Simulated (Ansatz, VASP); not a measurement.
This is a calculation of Cu for Ansatz 0.2.0.

Contents of input.yaml:

```yaml
crystal:
  lattice:
    - [-1.4232937226, 1.4232937226, 1.3574834749]
    - [1.4232937226, -1.4232937226, 1.3574834749]
    - [1.4232937226, 1.4232937226, -1.3574834749]
  atoms:
    - { symbol: Cu, position: [0.0, 0.0, 0.0] }
hamiltonian:
  xc: lda
  pseudopotentials: { kind: paw }
kpoints:
  mp_grid: { grid: [13, 13, 13] }
scf:
  occupations: { method: fermi_dirac, width: 0.05 }
output:
  forces: true
  stress: true
  eigenvalues: true
```

Potentials or basis: Ansatz PAW.

Run with:

```console
$ ansatz run input.yaml --threads 2 --pin off --max-ram 5632MiB --backend cpu --events-out ev --progress --plain --runs-dir out
```

Question: Translate it to VASP 6.6.1. Potentials there: VASP PAW LDA potentials, release 64 (Cu_sv_GW).

Answer: As run (the cutoff follows the program's own potentials):

The input INCAR:

```
ALGO = Normal
EDIFF = 1E-6
ENCUT = 700
GGA_COMPAT = F
ISIF = 2
ISMEAR = -1
LASPH = T
LCHARG = F
LREAL = F
LWAVE = F
NBANDS = 16
NELM = 120
PREC = Accurate
SIGMA = 0.05
```

The input KPOINTS:

```
k-points
0
Gamma
  13 13 13
```

Contents of POSCAR:

```
Cu
1.0
   -1.4232937226      1.4232937226      1.3574834749
    1.4232937226     -1.4232937226      1.3574834749
    1.4232937226      1.4232937226     -1.3574834749
Cu
1
Direct
    0.0000000000      0.0000000000      0.0000000000
```

Potentials or basis: VASP PAW LDA potentials, release 64 (Cu_sv_GW).

Run with:

```console
$ cat potpaw_LDA.64/Cu_sv_GW/POTCAR > POTCAR
$ mpirun -np 1 vasp_std > vasp.out
```

Both were run:

|  | VASP | Ansatz | Ansatz less VASP |
| --- | --- | --- | --- |
| gap on the k mesh at the Fermi level (eV) | none | none | - |
| pressure (GPa) | -5.3 | -1.2 | +4.17 |

LDA's correlation is that of Perdew and Zunger in VASP and of Perdew and Wang (1992) in Ansatz. A gap of «none» marks a metal or a gap that the smearing closes. One of these differences is far larger than is usual between the two programs; its cause wasn't traced.
